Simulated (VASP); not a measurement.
Write the native input for VASP 6.6.1 that does the following.

| Item | Value |
| --- | --- |
| Task | single point |
| Functional | PBEsol |
| Potentials or basis | VASP PAW PBE potentials, release 64 (Pt) |
| Cutoff | 500 eV |
| k mesh | 14 × 14 × 5 |
| Occupations | gaussian, width 0.15 eV |
| Spin | no spin polarisation |
| Dipole correction | no |
| Further INCAR settings | ALGO = Normal; EDIFF = 1e-06; NBANDS = 39 |

The structure of Pt lies in POSCAR:

```
Pt
1.0
   -3.1208845721      0.0000000000      0.0000000000
    0.0000000000     -3.1208845721      0.0000000000
    0.0000000000      0.0000000000      9.3626537164
Pt
6
Direct
    0.5000000000      0.5000000000      0.1666666667
    0.0000000000      0.0000000000      0.0000000000
    0.5000000000      0.5000000000      0.5000000000
    0.0000000000      0.0000000000      0.3333333333
    0.5000000000      0.5000000000      0.8333333333
    0.0000000000      0.0000000000      0.6666666667
```

This isn't the form of Pt at room conditions, which is fcc.

One way to write it, as run:

INCAR

```
SYSTEM = Pt
PREC     = Accurate       ! precision mode
ENCUT    = 500            ! plane-wave cutoff, eV
EDIFF    = 1E-6           ! SCF threshold, eV
ISMEAR   = 0              ! smearing method
SIGMA    = 0.15           ! smearing width, eV
LREAL    = .FALSE.        ! projectors in reciprocal space
LASPH    = .TRUE.         ! aspherical terms in the spheres
NELM     = 120            ! most SCF steps
ALGO     = Normal         ! electronic algorithm
ISIF     = 2              ! what is computed and relaxed
LWAVE    = .FALSE.        ! write WAVECAR
LCHARG   = .FALSE.        ! write CHGCAR
GGA      = PS             ! functional
NBANDS   = 39             ! bands
GGA_COMPAT= .FALSE.
```

KPOINTS

```
Automatic mesh
0
G
  14 14 5
  0 0 0
```

Potentials or basis: VASP PAW PBE potentials, release 64 (Pt).

Launch:

```console
$ cat potpaw_PBE.64/Pt/POTCAR > POTCAR
$ mpirun -np 1 vasp_std > vasp.out
```

Results of the run:

```yaml
Pressure: -0.2 GPa
Band_gap_on_the_k_mesh: zero (bands 30 and 31 overlap by 1.19 eV)
```

Caveat: the PAW data sets were made with another functional, which shifts forces and pressure a little; spin-orbit coupling is left out, which moves the levels of the heavy elements.

Wall time 5.6 min on 1 thread of AMD EPYC 7R43 64-Core Processor (Zen 3), on a shared host, peak memory 0.34 GiB.
